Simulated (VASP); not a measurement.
# Li (Cmme) in VASP: notebook, part 2 of 2

VASP 6.6.1. Earlier steps stand in the parts before.

### Step 3. Single point, PBEsol+D3(BJ)

INCAR reads:

```
SYSTEM = Li
PREC = Accurate ; ENCUT = 520
EDIFF = 1E-6 ; ISMEAR = 0
SIGMA = 0.15 ; LREAL = .FALSE.
LASPH = .TRUE. ; NELM = 80
ALGO = Normal ; ISIF = 2
LWAVE = .FALSE. ; LCHARG = .TRUE.
GGA = PS ; IVDW = 12
LELF = .TRUE. ; LVHAR = .TRUE.
NBANDS = 10
```

KPOINTS reads:

```
Automatic mesh
0
G
  16 16 10
  0 0 0
```

POSCAR reads:

```
Li
1.0
    0.0000000000     -2.0116598259     -2.0954789853
    0.0000000000      2.0116598259     -2.0954789853
    4.0233196518      0.0000000000      0.0000000000
Li
2
Direct
    0.5000000000      0.5000000000      0.4841802279
    0.0000000000      0.0000000000      0.0158197721
```

Potentials or basis: VASP PAW PBE potentials, release 64 (Li_sv).

Run with:

```bash
$ cat potpaw_PBE.64/Li_sv/POTCAR > POTCAR
$ mpirun -np 1 vasp_std > vasp.out
```

OUTCAR:

```text
SYSTEM = Li
   PREC = Accurate
   ENCUT = 520
   EDIFF = 1E-6
   ISMEAR = 0
   LREAL = .FALSE.
   LASPH = .TRUE.
   NELM = 80
   ISIF = 2
   GGA = PS
   IVDW = 12
 IVDW          = 12

 ion  position               nearest neighbor table
   1  0.500  0.500  0.484-
   2  0.000  0.000  0.016-

  LATTYP: Found a base centered orthorhombic cell.
 ALAT       =     4.0233196518
 B/A-ratio  =     1.0416666667
 C/A-ratio  =     1.0000000000

  Lattice vectors:

 A1 = (   0.0000000000,  -2.0116598259,   2.0954789853)
[... 502 lines left out ...]

 Edisp (eV)   -0.35871

 E8    (eV) :    -0.2299

  FORCE on cell =-STRESS in cart. coord.  units (eV):
  Direction    XX          YY          ZZ          XY          YZ          ZX
  --------------------------------------------------------------------------------------
  -------------------------------------------------------------------------------------
  Total       0.33466     0.31631     0.26788     0.00000     0.00000     0.00000
  in kB      15.80763    14.94077    12.65301     0.00000     0.00000     0.00000
  external pressure =       14.47 kB  Pullay stress =        0.00 kB

 VOLUME and BASIS-vectors are now :
 -----------------------------------------------------------------------------
  energy-cutoff  :      520.00
  volume of cell :       33.92
      direct lattice vectors                 reciprocal lattice vectors
     0.000000000 -2.011659826 -2.095478985     0.000000000 -0.248550969 -0.238608931
     0.000000000  2.011659826 -2.095478985     0.000000000  0.248550969 -0.238608931
     4.023319652  0.000000000  0.000000000     0.248550969  0.000000000  0.000000000

 POSITION                                       TOTAL-FORCE (eV/Angst)
 -----------------------------------------------------------------------------------
      1.94801      0.00000     -2.09548         0.295145      0.000000     -0.000000
      0.06365      0.00000      0.00000        -0.295145      0.000000      0.000000
 -----------------------------------------------------------------------------------
    total drift:                               -0.000000      0.000000     -0.000000

  FREE ENERGIE OF THE ION-ELECTRON SYSTEM (eV)
  ---------------------------------------------------
  free  energy   TOTEN  =        -4.2221058315 eV

  energy  without entropy=       -4.2121908273  energy(sigma->0) =       -4.21714833
```

OSZICAR:

```text
N       E                     dE             d eps       ncg     rms          rms(c)
DAV:   1     0.117416514672E+02    0.11742E+02   -0.24661E+03  8768   0.555E+02
DAV:   2    -0.243256282032E+01   -0.14174E+02   -0.13832E+02 11638   0.101E+02
DAV:   3    -0.382970234007E+01   -0.13971E+01   -0.13838E+01 13322   0.235E+01
DAV:   4    -0.386737803289E+01   -0.37676E-01   -0.37574E-01 11766   0.377E+00
DAV:   5    -0.386773444820E+01   -0.35642E-03   -0.35641E-03 11206   0.353E-01    0.381E-01
DAV:   6    -0.386421015560E+01    0.35243E-02   -0.42106E-03 12036   0.273E-01    0.218E-01
DAV:   7    -0.386330398231E+01    0.90617E-03   -0.73325E-03 11352   0.394E-01    0.526E-02
DAV:   8    -0.386339125510E+01   -0.87273E-04   -0.56870E-04 12008   0.144E-01    0.138E-02
DAV:   9    -0.386339130333E+01   -0.48232E-07   -0.75850E-06 12002   0.168E-02
   1 F= -.42221058E+01 E0= -.42171483E+01  d E =-.991500E-02
```

Run time: 65 s. Hardware: 1 thread of Intel Xeon Platinum 8175M at 2.50GHz (Skylake/Cascade Lake), shared host; peak memory 0.23 GiB.

Results:

| Quantity | Value |
| --- | --- |
| Free energy | -4.2221 eV |
| Largest force | 0.295 eV/Å |
| Band gap on the k mesh | zero (band 3 reaches 4.43 eV, above the bottom of band 4 at -0.96 eV) |
| Dispersion energy per atom | -0.179 eV |

Forces on the atoms (eV/Å):
```
Li   0.295  0.000  0.000
Li  -0.295  0.000  0.000
```

Levels at points of the mesh, in eV from the Fermi level:
```tsv
k point	band 1	band 2	band 3	band 4	band 5	band 6
(0.00, 0.00, 0.00)	-45.62	-45.56	-3.76	1.90	5.54	9.18
(0.50, 0.00, 0.00)	-45.58	-45.58	-0.60	-0.60	6.24	6.24
(0.50, 0.50, 0.00)	-45.57	-45.57	1.28	1.86	5.04	5.59
(0.00, 0.00, 0.50)	-45.60	-45.58	-2.11	-2.10	11.05	11.26
(0.50, 0.00, 0.50)	-45.58	-45.58	-0.09	-0.09	3.58	3.58
(0.50, 0.50, 0.50)	-45.57	-45.57	3.28	3.86	3.86	4.45
```

Caveat: the cutoff is under 1.25 times the usual one of these potentials, so pressure, stress and relaxed cells hold a basis-set (Pulay) error; the PAW data sets were made with another functional, which shifts forces and pressure a little; pairwise dispersion overbinds metals, which lowers pressure and volume.

### Step 4. Single point, PBEsol+D3(BJ)

INCAR reads:

```
SYSTEM = Li
  ALGO = Fast
  EDIFF = 1E-7
  ENCUT = 520
  GGA = PS
  ISIF = 2
  ISMEAR = 0
  IVDW = 12
  LASPH = .TRUE.
  LCHARG = .TRUE.
  LELF = .TRUE.
  LREAL = .FALSE.
  LVHAR = .TRUE.
  LWAVE = .FALSE.
  NBANDS = 10
  NELM = 60
  PREC = Accurate
  SIGMA = 0.15
```

KPOINTS reads:

```
k-points
0
G
  16 16 10
  0 0 0
```

POSCAR reads:

```
Li
1.0
    0.0000000000     -2.0116598259     -2.0954789853
    0.0000000000      2.0116598259     -2.0954789853
    4.0233196518      0.0000000000      0.0000000000
Li
2
Direct
    0.5000000000      0.5000000000      0.4683365949
    0.0000000000      0.0000000000      0.0316634051
```

Run with:

```bash
$ cat potpaw_PBE.64/Li_sv/POTCAR > POTCAR
$ mpirun -np 1 vasp_std > vasp.out
```

Run time: 2.1 min. Hardware: 1 thread of Intel Xeon Platinum 8175M at 2.50GHz (Skylake/Cascade Lake), shared host; peak memory 0.23 GiB.

Results (log left out):

```yaml
Free_energy: -4.1656 eV
Largest_force: 0.592 eV/Å
Band_gap_on_the_k_mesh: zero (band 3 reaches 4.14 eV, above the bottom of band 4 at -0.95 eV)
Dispersion_energy_per_atom: -0.179 eV
```

Forces on the atoms (eV/Å):
```
Li   0.592  0.000  0.000
Li  -0.592  0.000  0.000
```

Levels at points of the mesh, in eV from the Fermi level:
| k point | band 1 | band 2 | band 3 | band 4 | band 5 | band 6 | band 7 | band 8 |
| --- | --- | --- | --- | --- | --- | --- | --- | --- |
| (0.00, 0.00, 0.00) | -45.64 | -45.57 | -3.75 | 1.98 | 5.39 | 9.12 | 9.35 | 11.62 |
| (0.50, 0.00, 0.00) | -45.59 | -45.59 | -0.61 | -0.61 | 6.23 | 6.23 | 9.67 | 9.67 |
| (0.50, 0.50, 0.00) | -45.58 | -45.58 | 1.24 | 1.82 | 5.05 | 5.60 | 9.23 | 9.48 |
| (0.00, 0.00, 0.50) | -45.62 | -45.59 | -2.10 | -2.09 | 10.72 | 10.94 | 12.06 | 12.22 |
| (0.50, 0.00, 0.50) | -45.59 | -45.59 | -0.09 | -0.09 | 3.57 | 3.57 | 13.82 | 13.82 |
| (0.50, 0.50, 0.50) | -45.58 | -45.58 | 3.00 | 3.57 | 4.14 | 4.74 | 4.76 | 4.80 |

Caveat: the cutoff is under 1.25 times the usual one of these potentials, so pressure, stress and relaxed cells hold a basis-set (Pulay) error; the PAW data sets were made with another functional, which shifts forces and pressure a little; pairwise dispersion overbinds metals, which lowers pressure and volume.
